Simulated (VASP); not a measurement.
Si2C, 6 atoms in the cell. It takes space group P6/mmm (No. 191, hexagonal). Conventional cell: a = 4.748 Å, b = 4.748 Å, c = 5.912 Å, α = 90.00°, β = 90.00°, γ = 120.00°. Si (site symmetry mmm) has 4 Si at 2.37 Å and 4 C at 2.64 Å within 3.1 Å. Si (site symmetry 6/mmm) has 2 C at 1.80 Å within 2.4 Å. C (site symmetry 6mm) has 1 Si at 1.80 Å and 1 C at 2.32 Å within 2.4 Å. 

| Quantity | Value |
| --- | --- |
| Program | VASP 6.6.1 |
| Task | relaxation of cell and atoms |
| Functional | PBE |
| Potentials or basis | VASP PAW PBE potentials, release 64 (Si, C) |
| Cutoff | 600 eV |
| k mesh | 12 × 12 × 6 |
| Occupations | gaussian, width 0.1 eV |
| Spin | no spin polarisation |
| Dipole correction | no |
| Further INCAR settings | ALGO = Normal; EDIFF = 1e-07; IBRION = 2; EDIFFG = -0.01; NSW = 100; ISIF = 3 |

Potentials or basis: VASP PAW PBE potentials, release 64 (Si, C).

Run with:

```sh
$ cat potpaw_PBE.64/Si/POTCAR potpaw_PBE.64/C/POTCAR > POTCAR
$ mpirun -np 1 vasp_std > vasp.out
```

Hardware: 1 thread of Intel(R) Xeon(R) 6975P-C (Granite Rapids), with other jobs on the host.

Estimate the wall time of this run.

Wall time 3.9 min on 1 thread of Intel(R) Xeon(R) 6975P-C (Granite Rapids), with other jobs on the host, peak memory 0.37 GiB. Counts: scf iterations 40, k points 76, ion steps 5.
